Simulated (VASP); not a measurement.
# BeS (F-43m) in VASP: settings compared

The runs below take BeS through single point, with PBE, LDA.

All numbers are computed with VASP 6.6.1; they aren't measurements. Logs are shortened: lines on timing, memory, paths and dates and some standing lists are left out, and cuts for length are marked.

### Step 1. The cell of the first run

Symmetry: F-43m, No. 216, cubic system. The conventional cell has a = 4.869 Å, b = 4.869 Å, c = 4.869 Å, α = 90.00°, β = 90.00°, γ = 90.00°. Within 2.8 Å of Be (site symmetry -43m) lie 4 S at 2.11 Å. Within 2.8 Å of S (site symmetry -43m) lie 4 Be at 2.11 Å.

### Step 2. Single point, PBE

INCAR reads:

```
ALGO     = Normal         # electronic algorithm
EDIFF    = 1E-6           # SCF threshold, eV
ENCUT    = 520            # plane-wave cutoff, eV
GGA      = PE             # functional
ISIF     = 2              # what is computed and relaxed
ISMEAR   = 0              # smearing method
LASPH    = T              # aspherical terms in the spheres
LCHARG   = T              # write CHGCAR
LELF     = T              # ELF
LREAL    = F              # projectors in reciprocal space
LVHAR    = T            
LWAVE    = F              # write WAVECAR
NBANDS   = 11             # bands
NELM     = 60             # most SCF steps
PREC     = Accurate       # precision mode
SIGMA    = 0.01           # smearing width, eV
```

KPOINTS reads:

```
k-points
0
Gamma
  4 4 4
```

POSCAR reads:

```
BeS
1.0
    0.0000000000      2.4343062282      2.4343062282
    2.4343062282      0.0000000000      2.4343062282
    2.4343062282      2.4343062282      0.0000000000
Be S
1 1
Direct
    0.0000000000      0.0000000000      0.0000000000
    0.2500000000      0.2500000000      0.2500000000
```

Potentials or basis: VASP PAW PBE potentials, release 64 (Be, S).

Started as:

```sh
cat potpaw_PBE.64/Be/POTCAR potpaw_PBE.64/S/POTCAR > POTCAR
mpirun -np 1 vasp_std > vasp.out
```

OUTCAR:

```text
EDIFF = 1E-6
   ENCUT = 520
   GGA = PE
   ISIF = 2
   ISMEAR = 0
   LASPH = T
   LREAL = F
   NELM = 60
   PREC = Accurate

 ion  position               nearest neighbor table
   1  0.000  0.000  0.000-   2 2.11   2 2.11   2 2.11   2 2.11
   2  0.250  0.250  0.250-   1 2.11   1 2.11   1 2.11   1 2.11

  LATTYP: Found a face centered cubic cell.
 ALAT       =     4.8686124564

  Lattice vectors:

 A1 = (   0.0000000000,   2.4343062282,   2.4343062282)
 A2 = (   2.4343062282,   0.0000000000,   2.4343062282)
 A3 = (   2.4343062282,   2.4343062282,   0.0000000000)

Analysis of symmetry for initial positions (statically):
=====================================================================
 Subroutine PRICEL returns:
 Original cell was already a primitive cell.

 Routine SETGRP: Setting up the symmetry group for a
 face centered cubic supercell.

 Subroutine GETGRP returns: Found 24 space group operations
 (whereof 24 operations were pure point group operations)
 out of a pool of 48 trial point group operations.

The static configuration has the point symmetry T_d .

Analysis of symmetry for dynamics (positions and initial velocities):
=====================================================================
 Subroutine PRICEL returns:
 Original cell was already a primitive cell.

 Routine SETGRP: Setting up the symmetry group for a
 face centered cubic supercell.

 Subroutine GETGRP returns: Found 24 space group operations
 (whereof 24 operations were pure point group operations)
 out of a pool of 48 trial point group operations.

The dynamic configuration has the point symmetry T_d .

 Subroutine INISYM returns: Found 24 space group operations
 (whereof 24 operations are pure point group operations),
 and found     1 'primitive' translations

----------------------------------------------------------------------------------------

                                     Primitive cell

  volume of cell :      28.8507

  direct lattice vectors                    reciprocal lattice vectors
     0.000000000  2.434306228  2.434306228    -0.205397330  0.205397330  0.205397330
     2.434306228  0.000000000  2.434306228     0.205397330 -0.205397330  0.205397330
     2.434306228  2.434306228  0.000000000     0.205397330  0.205397330 -0.205397330

  length of vectors
     3.442628883  3.442628883  3.442628883     0.355758612  0.355758612  0.355758612

  position of ions in fractional coordinates (direct lattice)
     0.000000000  0.000000000  0.000000000
     0.250000000  0.250000000  0.250000000
[... 68 lines left out ...]
   POTIM  = 0.5000    time-step for ionic-motion
   TEBEG  =    0.0;   TEEND  =   0.0 temperature during run
   PSTRESS=    0.0 pullay stress
   NELECT =       8.0000    total number of electrons
   NUPDOWN=      -1.0000    fix difference up-down
   EMIN   =  10.00;   EMAX   =-10.00  energy-range for DOS
   EFERMI =   0.00;   METHOD = LEGACY
   ISMEAR =     0;   SIGMA  =   0.01  broadening in eV -4-tet -1-fermi 0-gaus
   EFERMI_NEDOS =   21; number of points for ismear=-14 and -15
   IALGO  =     38    algorithm
   IMIX   =      4    mixing-type and parameters
     AMIX     =   0.40;   BMIX     =  1.00
     AMIX_MAG =   1.60;   BMIX_MAG =  1.00
  volume/ion in A,a.u.               =      14.43        97.35
  Fermi-wavevector in a.u.,A,eV,Ry     =   1.067545  2.017368 15.505918  1.139653
  Thomas-Fermi vector in A             =   2.203165
   LORBIT       =      0    0 simple, 1 ext, 2 COOP (PROOUT), +10 PAW based schemes
   GGA     = PE    functional components
   LHFCALC =     F    Hartree Fock is set to
   AEXX    =    0.0000 exact exchange contribution
   IVDW    =     0    specifies the selected vdW correction
   LEPSILON=     F    determine dielectric tensor
   LRPA    =     F    only Hartree local field effects (RPA)
 non-spin polarized calculation
 Gauss-broadening in eV      SIGMA  =   0.01
  energy-cutoff  :      520.00
  volume of cell :       28.85
 maximum number of plane-waves:       784
 NGX is ok and might be reduce to    28
   NGX = 13   NGY = 13   NGZ = 13

 number of electron       7.9999999 magnetization

 Free energy of the ion-electron system (eV)
  ---------------------------------------------------
  ext. energy  EPLUGINS =         0.00000000
  ---------------------------------------------------
  free energy    TOTEN  =        -9.96368835 eV

  energy without entropy =       -9.96368835  energy(sigma->0) =       -9.96368835

 E-fermi :   4.1394     XC(G=0):  -9.6736

 val. band max:        4.0792332182   @ k =   0.0000   0.0000   0.0000
 cond. band min:       7.2025028820   @ k =   0.5000   0.5000   0.0000
 fundamental gap:      3.1232696638
 Fermi energy:         4.1394253560

 k-point     1 :       0.0000    0.0000    0.0000
  band No.  band energies     occupation
      1      -9.5385      2.00000
      2       4.0792      2.00000
      3       4.0792      2.00000
      4       4.0792      2.00000
      5       9.7390      0.00000
      6       9.7390      0.00000
      7       9.7390      0.00000
      8       9.8636      0.00000
      9      16.8594      0.00000
     10      16.8594      0.00000
     11      18.8487      0.00000
[... 85 lines left out ...]
 k-point     8 :      -0.2500    0.5000    0.2500
  band No.  band energies     occupation
      1      -7.3701      2.00000
      2      -0.1385      2.00000
      3       0.2648      2.00000
      4       0.7805      2.00000
      5      10.5348      0.00000
      6      12.1777      0.00000
      7      12.4654      0.00000
      8      12.8688      0.00000
      9      18.3810      0.00000
     10      18.3867      0.00000
     11      21.0723      0.00000

------------------------ aborting loop because EDIFF is reached ----------------------------------------

  FORCE on cell =-STRESS in cart. coord.  units (eV):
  Direction    XX          YY          ZZ          XY          YZ          ZX
  --------------------------------------------------------------------------------------
  -------------------------------------------------------------------------------------
  Total        0.1760413      0.1760413      0.1760413      0.0000000      0.0000000     -0.0000000
  in kB        9.7761867      9.7761867      9.7761867      0.0000000      0.0000000     -0.0000000
  external PRESSURE =       9.7761867 kB  Pullay stress =       0.0000000 kB

 VOLUME and BASIS-vectors are now :
 -----------------------------------------------------------------------------
  energy-cutoff  :      520.00
  volume of cell :       28.85
      direct lattice vectors                 reciprocal lattice vectors
     0.000000000  2.434306228  2.434306228    -0.205397330  0.205397330  0.205397330
     2.434306228  0.000000000  2.434306228     0.205397330 -0.205397330  0.205397330
     2.434306228  2.434306228  0.000000000     0.205397330  0.205397330 -0.205397330

 POSITION                                       TOTAL-FORCE (eV/Angst)
 -----------------------------------------------------------------------------------
      0.00000      0.00000      0.00000         0.000000      0.000000      0.000000
      1.21715      1.21715      1.21715        -0.000000     -0.000000     -0.000000
 -----------------------------------------------------------------------------------
    total drift:                                0.000000      0.000000      0.000000

  FREE ENERGIE OF THE ION-ELECTRON SYSTEM (eV)
  ---------------------------------------------------
  free  energy   TOTEN  =        -9.9636883457 eV

  energy  without entropy=       -9.9636883457  energy(sigma->0) =       -9.96368835
```

OSZICAR:

```text
N       E                     dE             d eps       ncg     rms          rms(c)
DAV:   1     0.199380796485E+02    0.19938E+02   -0.36600E+03   176   0.612E+02
DAV:   2    -0.876418953256E+01   -0.28702E+02   -0.27839E+02   214   0.115E+02
DAV:   3    -0.101291957687E+02   -0.13650E+01   -0.13615E+01   220   0.257E+01
DAV:   4    -0.101396392047E+02   -0.10443E-01   -0.10442E-01   219   0.248E+00
DAV:   5    -0.101397335578E+02   -0.94353E-04   -0.94352E-04   212   0.242E-01    0.551E+00
DAV:   6    -0.100020862409E+02    0.13765E+00   -0.12711E-01   202   0.168E+00    0.378E+00
DAV:   7    -0.996212818937E+01    0.39958E-01   -0.11889E-01   208   0.180E+00    0.106E+00
DAV:   8    -0.996353926694E+01   -0.14111E-02   -0.69693E-03   233   0.424E-01    0.145E-01
DAV:   9    -0.996363144735E+01   -0.92180E-04   -0.51568E-04   235   0.142E-01    0.256E-02
DAV:  10    -0.996368341121E+01   -0.51964E-04   -0.81105E-05   208   0.520E-02    0.124E-02
DAV:  11    -0.996368806184E+01   -0.46506E-05   -0.14777E-05   216   0.201E-02    0.804E-03
DAV:  12    -0.996368834571E+01   -0.28387E-06   -0.41613E-07   166   0.453E-03
   1 F= -.99636883E+01 E0= -.99636883E+01  d E =-.486871E-19
```

Run time: 3.5 s. Hardware: 1 thread of AMD EPYC 7R13 (Zen 3), shared host; peak memory 0.11 GiB.

What came out:

```yaml
Free_energy: -9.9637 eV
Pressure: 1.0 GPa
Band_gap_on_the_k_mesh: 3.12 eV, indirect (least direct gap 5.66 eV)
```

Caveat: the k points lie up to 0.56 Å⁻¹ apart. PBE gaps usually lie below the measured ones, often by a third to a half.

### Step 3. Single point, PBE

INCAR reads:

```
SYSTEM = BeS
PREC = Accurate
ENCUT = 520
EDIFF = 1E-6
ISMEAR = 0
SIGMA = 0.01
LREAL = .False.
LASPH = .True.
NELM = 80
ALGO = Normal
ISIF = 2
LWAVE = .False.
LCHARG = .False.
GGA = PE
NBANDS = 11
```

KPOINTS reads:

```
regular mesh
0
Gamma
  4 4 4
  0 0 0
```

POSCAR is that of step 2.

Potentials or basis: VASP PAW PBE potentials, release 64 (Be, S).

Started as:

```sh
cat potpaw_PBE.64/Be/POTCAR potpaw_PBE.64/S/POTCAR > POTCAR
mpirun -np 1 vasp_std > vasp.out
```

Run time: 3 s. Hardware: 1 thread of AMD EPYC 7R13 (Zen 3), shared host; peak memory 0.11 GiB.

The run converged. Its results:

```yaml
Free_energy: -9.9637 eV
Pressure: 1.0 GPa
Band_gap_on_the_k_mesh: 3.12 eV, indirect (least direct gap 5.66 eV)
```

Levels at points of the mesh, in eV from the valence-band top:
```csv
k point,band 2,band 3,band 4,band 5,band 6,band 7
"(0.00, 0.00, 0.00)",0.00,0.00,0.00,5.66,5.66,5.66
"(0.50, 0.00, 0.00)",-5.72,-1.02,-1.02,5.43,6.55,6.55
"(0.50, 0.50, 0.00)",-4.97,-2.61,-2.61,3.12,4.91,12.68
```

Caveat: the k points lie up to 0.56 Å⁻¹ apart.

[end of part 1 of 2]
